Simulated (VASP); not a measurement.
**K (a cell with a defect): single point with PBEsol**

System: K (a cell with a defect).

```xyz
23
Lattice="-5.2360 5.2360 -10.4720 5.2360 10.4720 -5.2360 5.2360 -5.2360 -10.4720" Properties=species:S:1:pos:R:3 pbc="T T T"
K     2.6548    2.6548  -18.3260
K     0.1804   -0.1804  -15.6188
K    -2.6180    2.6180  -13.0900
K     0.0117    5.3286  -15.6433
K     2.3797    7.7132  -18.4993
K     0.2276   -0.2276  -10.8669
K     2.7588    2.8563  -13.2633
K     5.4641    5.5258  -15.9001
K     2.5648   -2.5648   -7.5126
K     4.9462   -0.2281  -10.6641
K     7.8172    2.5812  -13.0900
K    -2.3797    7.9948  -12.9167
K    -0.0117   10.3794  -15.7727
K    -2.5648    2.5648   -8.1954
K     0.0926    5.2477  -10.5367
K     2.7798    8.0158  -13.0900
K    -0.2276    0.2276   -4.8411
K     2.4562    2.4562   -7.8540
K     5.1434    5.2243  -10.4073
K     0.2898   10.7001  -10.2799
K    -0.2281    4.9462   -5.0439
K     2.4772    7.6157   -7.6807
K    -0.1804    0.1804   -0.0892
```

This cell differs from its parent crystal: atoms taken out, then relaxed in part.

```json
{
  "Program": "VASP 6.6.1",
  "Task": "single point",
  "Functional": "PBEsol",
  "Potentials or basis": "VASP PAW PBE potentials, release 64 (K_sv)",
  "Cutoff": "400 eV",
  "k mesh": "2 × 2 × 2",
  "Occupations": "gaussian, width 0.1 eV",
  "Spin": "no spin polarisation"
}
```

```json
{"Pressure": "-0.1 GPa", "Largest force": "0.006 eV/Å", "Band gap on the k mesh": "zero (an odd number of electrons rules out a gap without spin polarisation)"}
```

Forces on the atoms (eV/Å):
```
K    0.002  0.002  0.000
K   -0.002  0.002 -0.005
K    0.000  0.000  0.000
K   -0.001 -0.001 -0.001
K    0.002 -0.002 -0.001
K    0.000  0.000  0.001
K    0.002 -0.002 -0.001
K    0.000  0.002  0.002
K   -0.003  0.003 -0.002
K   -0.002  0.000  0.002
K   -0.002 -0.002  0.000
K   -0.002  0.002  0.001
K    0.001  0.001  0.001
K    0.003 -0.003  0.002
K   -0.001 -0.001  0.001
K    0.003  0.003  0.000
K    0.000  0.000 -0.001
K   -0.003 -0.003  0.000
K    0.001  0.001 -0.001
K    0.002  0.000 -0.002
K    0.000 -0.002 -0.002
K   -0.002  0.002  0.001
K    0.002 -0.002  0.005
```

Stress tensor (GPa, compression positive):
```
-0.12 -0.07  0.03
-0.07 -0.12 -0.03
 0.03 -0.03 -0.13
```

Levels at points of the mesh, in eV from the Fermi level:
```tsv
k point	band 101	band 102	band 103	band 104	band 105	band 106
(0.00, 0.00, 0.00)	-0.73	-0.50	-0.48	-0.45	-0.37	0.06
(0.50, 0.00, 0.00)	-0.46	-0.39	-0.02	0.02	0.13	0.15
(0.00, 0.50, 0.00)	-0.77	-0.68	0.06	0.06	0.07	0.11
(0.00, 0.00, 0.50)	-0.66	-0.57	-0.25	-0.23	-0.20	-0.15
(0.50, 0.00, 0.50)	-0.04	-0.03	-0.03	-0.01	0.08	0.09
(0.00, 0.50, 0.50)	-0.03	0.01	0.01	0.02	0.13	0.15
```

Run time: 18 min on 1 thread of Intel(R) Xeon(R) 6975P-C (Granite Rapids), with other jobs on the host, peak memory 1.2 GiB.

Caveat: the cell differs from its parent crystal (atoms taken out, then relaxed in part); the PAW data sets were made with another functional, which shifts forces and pressure a little.
